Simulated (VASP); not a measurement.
# CdS: electric field gradients with LDA

Crystal: CdS.

```xyz
2
Lattice="0.0000 2.9100 2.9100 2.9100 0.0000 2.9100 2.9100 2.9100 0.0000" Properties=species:S:1:pos:R:3 pbc="T T T"
Cd    0.0000    0.0000    0.0000
S     4.3650    4.3650    4.3650
```

```json
{"Program": "VASP 6.6.1", "Task": "electric field gradients", "Functional": "LDA", "Potentials or basis": "VASP PAW LDA potentials, release 64 (Cd, S)", "Cutoff": "520 eV", "k mesh": "9 × 9 × 9", "Occupations": "fermi-dirac, width 0.03 eV", "Spin": "no spin polarisation", "Dipole correction": "no", "Further INCAR settings": "ALGO = Normal; EDIFF = 1e-08; NBANDS = 16"}
```

The pressure is -1.6 GPa and the band gap on the k mesh is 0.91 eV, direct.

Levels at points of the mesh, in eV from the valence-band top:
| k point | band 6 | band 7 | band 8 | band 9 | band 10 | band 11 | band 12 | band 13 |
| --- | --- | --- | --- | --- | --- | --- | --- | --- |
| (0.00, 0.00, 0.00) | -7.31 | 0.00 | 0.00 | 0.00 | 0.91 | 6.36 | 6.36 | 6.36 |

Run time: 13 s on 1 thread of AMD EPYC 9R45 96-Core Processor (Zen 5), on a shared host, peak memory 0.13 GiB.

Caveat: without QUAD_EFG the Cq values of the log hold for a quadrupole moment of 1 mb, not for the nuclei.
